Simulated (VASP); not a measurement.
Set up this calculation in VASP 6.6.1, as the native input.

| Quantity | Value |
| --- | --- |
| Task | single point |
| Functional | PBEsol |
| Potentials or basis | VASP PAW PBE potentials, release 64 (Be) |
| Cutoff | 520 eV |
| k mesh | 13 × 13 × 13 |
| Occupations | fermi-dirac, width 0.1 eV |
| Spin | no spin polarisation |
| Dipole correction | no |
| Further INCAR settings | ALGO = Normal; EDIFF = 1e-07; NBANDS = 9 |

The structure of Be lies in POSCAR:

```
Be
1.0
    0.0000000000      2.5314892332      2.5314892332
    2.5314892332      0.0000000000      2.5314892332
    2.5314892332      2.5314892332      0.0000000000
Be
2
Direct
    0.1250000000      0.1250000000      0.1250000000
    0.8750000000      0.8750000000      0.8750000000
```

This cell differs from its parent crystal: volume scaled by 1.12.

The input as run:

INCAR

```
PREC     = Accurate       # precision mode
ENCUT    = 520            # plane-wave cutoff, eV
EDIFF    = 1E-7           # SCF threshold, eV
ISMEAR   = -1             # smearing method
SIGMA    = 0.1            # smearing width, eV
LREAL    = F              # projectors in reciprocal space
LASPH    = T              # aspherical terms in the spheres
NELM     = 60             # most SCF steps
ALGO     = Normal         # electronic algorithm
ISIF     = 2              # what is computed and relaxed
LWAVE    = F              # write WAVECAR
LCHARG   = F              # write CHGCAR
GGA      = PS             # functional
NBANDS   = 9              # bands
```

KPOINTS

```
Automatic mesh
0
Gamma
  13 13 13
```

Potentials or basis: VASP PAW PBE potentials, release 64 (Be).

The run is started by

```sh
$ cat potpaw_PBE.64/Be/POTCAR > POTCAR
$ mpirun -np 1 vasp_std > vasp.out
```

Results of the run:

```
Pressure               : -4.2 GPa
Band gap on the k mesh : zero (band 2 reaches 5.75 eV, above the bottom of band 3 at 0.09 eV)
```

Caveat: the PAW data sets were made with another functional, which shifts forces and pressure a little.

Wall time 16 s on 1 thread of AMD EPYC 7R13 Processor (Zen 3), on a shared host, peak memory 0.13 GiB.
